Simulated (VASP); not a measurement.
# LiH (Fm-3m) in VASP: a series of runs, part 2 of 2

VASP 6.6.1.

## Step 4: Vibrations by perturbation theory, LDA

Input file INCAR:

```
ALGO = Normal ; EDIFF = 1E-8
ENCUT = 520 ; GGA = CA
IBRION = 8 ; ISIF = 2
ISMEAR = 0 ; LASPH = T
LCHARG = T ; LREAL = F
LWAVE = F ; NBANDS = 9
NELM = 80 ; NSW = 1
PREC = Accurate ; SIGMA = 0.01
```

Input file KPOINTS:

```
k-points
0
Gamma
  10 10 10
```

Input file POSCAR:

```
LiH
1.0
    0.0000000000      1.9544507227      1.9544507227
    1.9544507227      0.0000000000      1.9544507227
    1.9544507227      1.9544507227      0.0000000000
Li H
1 1
Direct
    0.0000000000      0.0000000000      0.0000000000
    0.5000000000      0.5000000000      0.5000000000
```

Potentials or basis: VASP PAW LDA potentials, release 64 (Li_sv, H).

Launch:

```bash
$ cat potpaw_LDA.64/Li_sv/POTCAR potpaw_LDA.64/H/POTCAR > POTCAR
$ mpirun -np 1 vasp_std > vasp.out
```

OUTCAR:

```text
EDIFF = 1E-8
   ENCUT = 520
   GGA = CA
   IBRION = 8
   ISIF = 2
   ISMEAR = 0
   LASPH = T
   LREAL = F
   NELM = 80
   NSW = 1
   PREC = Accurate

 ion  position               nearest neighbor table
   1  0.000  0.000  0.000-
   2  0.500  0.500  0.500-

  LATTYP: Found a face centered cubic cell.
 ALAT       =     3.9089014454

  Lattice vectors:

 A1 = (   0.0000000000,   1.9544507227,   1.9544507227)
 A2 = (   1.9544507227,   0.0000000000,   1.9544507227)
 A3 = (   1.9544507227,   1.9544507227,   0.0000000000)

Analysis of symmetry for initial positions (statically):
=====================================================================
 Subroutine PRICEL returns:
 Original cell was already a primitive cell.

 Routine SETGRP: Setting up the symmetry group for a
 face centered cubic supercell.

 Subroutine GETGRP returns: Found 48 space group operations
 (whereof 48 operations were pure point group operations)
 out of a pool of 48 trial point group operations.

The static configuration has the point symmetry O_h .

Analysis of symmetry for dynamics (positions and initial velocities):
=====================================================================
 Subroutine PRICEL returns:
 Original cell was already a primitive cell.

 Routine SETGRP: Setting up the symmetry group for a
 face centered cubic supercell.

 Subroutine GETGRP returns: Found 48 space group operations
 (whereof 48 operations were pure point group operations)
 out of a pool of 48 trial point group operations.

The dynamic configuration has the point symmetry O_h .

 Subroutine INISYM returns: Found 48 space group operations
 (whereof 48 operations are pure point group operations),
 and found     1 'primitive' translations

----------------------------------------------------------------------------------------

                                     Primitive cell

  volume of cell :      14.9315

  direct lattice vectors                    reciprocal lattice vectors
     0.000000000  1.954450723  1.954450723    -0.255826353  0.255826353  0.255826353
     1.954450723  0.000000000  1.954450723     0.255826353 -0.255826353  0.255826353
     1.954450723  1.954450723  0.000000000     0.255826353  0.255826353 -0.255826353

  length of vectors
     2.764010719  2.764010719  2.764010719     0.443104241  0.443104241  0.443104241

  position of ions in fractional coordinates (direct lattice)
     0.000000000  0.000000000  0.000000000
     0.500000000  0.500000000  0.500000000

  ion indices of the primitive-cell ions
   primitive index   ion index
                 1           1
                 2           2

----------------------------------------------------------------------------------------

 KPOINTS: k-points

Automatic generation of k-mesh.
 Grid dimensions read from file:
 generate k-points for:   10   10   10

[... 123 lines left out ...]
      1     -42.8363      2.00000
      2      -5.2579      2.00000
      3      17.7123      0.00000
      4      18.7535      0.00000
      5      18.7535      0.00000
      6      18.7535      0.00000
      7      23.7389      0.00000
      8      23.7389      0.00000
      9      23.7389      0.00000
[... 265 lines left out ...]
 k-point    24 :       0.4000    0.3000    0.0000
  band No.  band energies     occupation
      1     -42.7631      2.00000
      2      -2.0326      2.00000
      3       7.2655      0.00000
      4      11.0279      0.00000
      5      12.3713      0.00000
      6      17.1405      0.00000
      7      18.7261      0.00000
      8      31.3675      0.00000
      9      31.6234      0.00000

 [... further k-points ...]
[... 5 lines left out ...]
  --------------------------------------------------------------------------------------
  -------------------------------------------------------------------------------------
  Total       -0.0214063     -0.0214063     -0.0214063      0.0000000     -0.0000000      0.0000000
  in kB       -2.2969285     -2.2969285     -2.2969285      0.0000000     -0.0000000      0.0000000
  external PRESSURE =      -2.2969285 kB  Pullay stress =       0.0000000 kB

 VOLUME and BASIS-vectors are now :
 -----------------------------------------------------------------------------
  energy-cutoff  :      520.00
  volume of cell :       14.93
      direct lattice vectors                 reciprocal lattice vectors
     0.000000000  1.954450723  1.954450723    -0.255826353  0.255826353  0.255826353
     1.954450723  0.000000000  1.954450723     0.255826353 -0.255826353  0.255826353
     1.954450723  1.954450723  0.000000000     0.255826353  0.255826353 -0.255826353

 POSITION                                       TOTAL-FORCE (eV/Angst)
 -----------------------------------------------------------------------------------
      0.00000      0.00000      0.00000         0.000000     -0.000000      0.000000
      1.95445      1.95445      1.95445         0.000000      0.000000      0.000000
 -----------------------------------------------------------------------------------
    total drift:                                0.000000     -0.000000     -0.000000

  FREE ENERGIE OF THE ION-ELECTRON SYSTEM (eV)
  ---------------------------------------------------
  free  energy   TOTEN  =        -6.4962841821 eV

  energy  without entropy=       -6.4962841821  energy(sigma->0) =       -6.49628418

[... ionic steps 2 to 3 ...]

--------------------------------------- Ionic step        4  -------------------------------------------

------------------------ aborting loop because EDIFF is reached ----------------------------------------

[... ionic steps 5 to 6 ...]

--------------------------------------- Ionic step        7  -------------------------------------------

 Free energy of the ion-electron system (eV)
  ---------------------------------------------------
  ---------------------------------------------------
  free energy    TOTEN  =        -0.01724020 eV

  energy without entropy =       -0.01724020

------------------------ aborting loop because EDIFF is reached ----------------------------------------

 INTERNAL STRAIN TENSOR  FOR ION    2  DIRECTION 1   (eV/Angst):
 -----------------------------------------------------------------------------
     0.00141 -0.00000 -0.00000
     0.00000 -0.00391 -0.00000
    -0.00000 -0.00000 -0.00391

 INTERNAL STRAIN TENSOR FOR ION    2 for displacements in x,y,z  (eV/Angst):
          X           Y           Z          XY          YZ          ZX
  --------------------------------------------------------------------------------
  x     0.00000     0.00000     0.00000     0.00000     0.00000     0.00000
  y     0.00000     0.00000     0.00000     0.00000     0.00000     0.00000
  z     0.00000     0.00000     0.00000     0.00000     0.00000     0.00000

 SECOND DERIVATIVES (NOT SYMMETRIZED)
 ------------------------------------
               1X          1Y          1Z          2X          2Y          2Z
  1X    -1.360166    0.000000    0.000000    1.360166    0.000000    0.000000
  1Y     0.000000   -1.360166    0.000000    0.000000    1.360166    0.000000
  1Z     0.000000    0.000000   -1.360166    0.000000    0.000000    1.360166
  2X     1.360779    0.000000    0.000000   -1.360779    0.000000    0.000000
  2Y     0.000000    1.360779    0.000000    0.000000   -1.360779    0.000000
  2Z     0.000000    0.000000    1.360779    0.000000    0.000000   -1.360779

 Eigenvectors and eigenvalues of the dynamical matrix
 ----------------------------------------------------

   1 f  =   19.493490 THz   122.481208 2PiTHz  650.232823 cm-1    80.618559 meV
             X         Y         Z           dx          dy          dz
      0.000000  0.000000  0.000000     0.333857    0.115475    0.000000
      1.954451  1.954451  1.954451    -0.884132   -0.305805    0.000000
[... 21 lines left out ...]
   6 f/i=    0.001451 THz     0.009119 2PiTHz    0.048412 cm-1     0.006002 meV
             X         Y         Z           dx          dy          dz
      0.000000  0.000000  0.000000    -0.005681    0.048037   -0.934273
      1.954451  1.954451  1.954451    -0.002145    0.018139   -0.352790

--------------------------------------------------------------------------------------------------------

 ELASTIC MODULI CONTR FROM IONIC RELAXATION (kBar)
 Direction    XX          YY          ZZ          XY          YZ          ZX
 --------------------------------------------------------------------------------
 XX           0.0000      0.0000      0.0000      0.0000      0.0000      0.0000
 YY           0.0000      0.0000      0.0000      0.0000      0.0000      0.0000
 ZZ           0.0000      0.0000      0.0000      0.0000      0.0000      0.0000
 XY           0.0000      0.0000      0.0000      0.0000      0.0000      0.0000
 YZ           0.0000      0.0000      0.0000      0.0000      0.0000      0.0000
 ZX           0.0000      0.0000      0.0000      0.0000      0.0000      0.0000
 --------------------------------------------------------------------------------
```

Wall time 14 s (1 thread of Intel Xeon 6975P-C (Granite Rapids), shared host); peak memory 0.15 GiB.

Results:

```
Highest phonon frequency at Γ, LO-TO splitting left out : 650 cm⁻¹
```

Phonon frequencies in cm⁻¹ (negative: imaginary):
```csv
q point,frequencies
"(0.000, 0.000, 0.000)",0 0 0 650 650 650
```

Caveat: the cutoff is under 1.25 times the usual one of these potentials, so pressure, stress and relaxed cells hold a basis-set (Pulay) error.
